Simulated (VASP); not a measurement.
**KF: relaxation of cell and atoms with PBE**

Crystal: KF.

```
K F
1.0
    -0.07281   -2.74322   -2.75534
    -2.67042   -0.05802   -2.77013
     2.62730    2.74448   -5.43912
K F
2 2
Direct
  0.00489 0.05626 0.00442
  0.47396 0.48215 0.49570
  0.22284 0.27431 0.24839
  0.79832 0.68727 0.75149
```

```yaml
Program: VASP 6.6.1
Task: relaxation of cell and atoms
Functional: PBE
Potentials_or_basis: VASP PAW PBE potentials, release 64 (K_sv, F)
Cutoff: 600 eV
k_mesh: 6 × 6 × 6
Occupations: gaussian, width 0.1 eV
Spin: no spin polarisation
Dipole_correction: no
Further_INCAR_settings: ALGO = Normal; EDIFF = 1e-06; IBRION = 2; EDIFFG = -0.025; NSW = 80; ISIF = 3
```

```yaml
Relaxed_volume: 19.93 Å³/atom
Relaxed_cell: a = 3.835 Å, b = 3.836 Å, c = 6.632 Å, α = 73.22°, β = 73.23°, γ = 60.09°
Space_group_after_relaxing_to_0.1_Å: Fm-3m (No. 225)
Energy_gained_by_relaxing: 46.1 meV/atom
Ionic_steps: 12
Pressure_after_relaxing: 0.0 GPa
Largest_force_after_relaxing: 0.024 eV/Å
Band_gap_on_the_k_mesh: 5.94 eV
```

Forces in eV/Å, atoms in the order of the input:
```
K   -0.005  0.004 -0.002
K   -0.004  0.011 -0.005
F    0.011  0.008  0.003
F   -0.002 -0.023  0.003
```

The path:
| step | energy change (eV) | largest force (eV/Å) | pressure (GPa) | volume (Å³) |
| --- | --- | --- | --- | --- |
| 1 | 0.0000 | 0.8652 | 1.58 | 79.01 |
| 2 | -0.0785 | 0.4582 | 0.21 | 81.25 |
| 3 | -0.1052 | 0.2730 | -1.17 | 84.67 |
| 4 | -0.1060 | 0.2801 | -1.01 | 84.20 |
| 5 | -0.1293 | 0.2475 | -0.71 | 82.77 |
| 6 | -0.1639 | 0.1372 | 0.54 | 78.57 |
| 7 | -0.1745 | 0.1033 | 0.16 | 79.36 |
| 8 | -0.1789 | 0.0999 | -0.21 | 80.29 |
| 9 | -0.1821 | 0.0692 | -0.05 | 79.78 |
| 10 | -0.1832 | 0.0474 | 0.31 | 78.80 |
| 11 | -0.1836 | 0.0375 | 0.17 | 79.16 |
| 12 | -0.1845 | 0.0235 | -0.05 | 79.72 |

Final structure:
```
K F
1.0
     0.00040   -2.71352   -2.70993
    -2.71409    0.00339   -2.71036
     2.70641    2.70541   -5.41629
K F
2 2
Cartesian
  -0.0065 2.7076 -8.1254
  -0.0015 -0.0070 -5.4171
  -0.0046 -0.0049 -2.7130
  -0.0060 0.0059 -8.1261
```

Levels at points of the mesh, in eV from the valence-band top:
| k point | band 12 | band 13 | band 14 | band 15 | band 16 | band 17 | band 18 | band 19 | band 20 |
| --- | --- | --- | --- | --- | --- | --- | --- | --- | --- |
| (0.00, 0.00, 0.00) | -0.32 | -0.32 | 0.00 | 0.00 | 0.00 | 5.94 | 8.89 | 10.29 | 10.56 |
| (0.50, 0.00, 0.00) | -0.43 | -0.24 | -0.24 | -0.19 | -0.19 | 8.98 | 8.99 | 9.65 | 9.67 |
| (0.00, 0.50, 0.00) | -0.43 | -0.24 | -0.24 | -0.19 | -0.19 | 8.97 | 8.99 | 9.66 | 9.66 |
| (0.50, 0.50, 0.00) | -0.32 | -0.31 | -0.23 | -0.07 | -0.07 | 8.16 | 8.88 | 10.06 | 10.28 |
| (0.00, 0.00, 0.50) | -0.41 | -0.17 | -0.16 | -0.16 | -0.16 | 7.40 | 7.42 | 9.95 | 9.96 |
| (0.50, 0.00, 0.50) | -0.31 | -0.31 | -0.23 | -0.07 | -0.07 | 8.16 | 8.88 | 10.06 | 10.28 |
| (0.00, 0.50, 0.50) | -0.31 | -0.31 | -0.23 | -0.07 | -0.07 | 8.16 | 8.88 | 10.06 | 10.28 |
| (0.50, 0.50, 0.50) | -0.43 | -0.24 | -0.24 | -0.19 | -0.19 | 8.96 | 9.00 | 9.66 | 9.66 |

Wall time 24 min on 1 thread of Intel(R) Xeon(R) Platinum 8259CL CPU @ 2.50GHz (Skylake/Cascade Lake) (shared host), peak memory 0.37 GiB.

A k mesh can miss the band edges.
